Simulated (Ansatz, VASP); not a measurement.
## Hf in VASP and in Ansatz

File INCAR:

```
ALGO = Normal
EDIFF = 1E-6
ENCUT = 500
GGA = LIBXC
GGA_COMPAT = F
ISIF = 2
ISMEAR = -1
LASPH = T
LCHARG = T
LELF = T
LIBXC1 = GGA_X_PBE
LIBXC2 = GGA_C_LYP
LREAL = F
LVHAR = T
LWAVE = F
NBANDS = 11
NELM = 120
PREC = Accurate
SIGMA = 0.15
```

Contents of KPOINTS:

```
k-points
0
Gamma
  10 10 10
```

The input POSCAR:

```
Hf
1.0
   -1.8050000000      1.8050000000      1.8050000000
    1.8050000000     -1.8050000000      1.8050000000
    1.8050000000      1.8050000000     -1.8050000000
Hf
1
Direct
    0.0000000000      0.0000000000      0.0000000000
```

The input input.yaml:

```yaml
crystal:
  lattice: { a: 3.61, b: 3.61, c: 3.61, alpha: 90.0, beta: 90.0, gamma: 90.0 }
  space_group: 229
  setting: { hermann_mauguin: Im-3m }
  reduce_to_primitive: true
  atoms:
    - { symbol: Hf, position: [0.0, 0.0, 0.0] }
kpoints:
  mp_grid: { grid: [10, 10, 10] }
scf:
  occupations: { method: fermi_dirac, width: 0.15 }
hamiltonian:
  xc: { exchange: pbe, correlation: lyp }
  pseudopotentials: { kind: all_electron, lapw: { basis_error: 0.001 } }
output:
  forces: true
  stress: true
  eigenvalues: true
```

Alike in both runs: task single point; functional pbe exchange, lyp correlation; k mesh 10 × 10 × 10; occupations fermi-dirac, width 0.15 eV; no spin polarisation.

|  | VASP | Ansatz |
| --- | --- | --- |
| version | VASP 6.6.1 | Ansatz 0.2.0 |
| potentials or method | VASP PAW PBE potentials, release 64 (Hf_pv), cutoff 500 eV | all-electron LAPW, scalar-relativistic |

```tsv
	VASP	Ansatz	Ansatz less VASP
gap on the k mesh at the Fermi level (eV)	none	none	-
pressure (GPa)	-1.7	-1.5	+0.24
```

VASP's potentials were made for PBE, not for pbe exchange, lyp correlation. A gap of «none» marks a metal or a gap that the smearing closes. Ansatz ran all-electron here, and VASP with PAW potentials.

Neither program's run includes spin-orbit coupling.
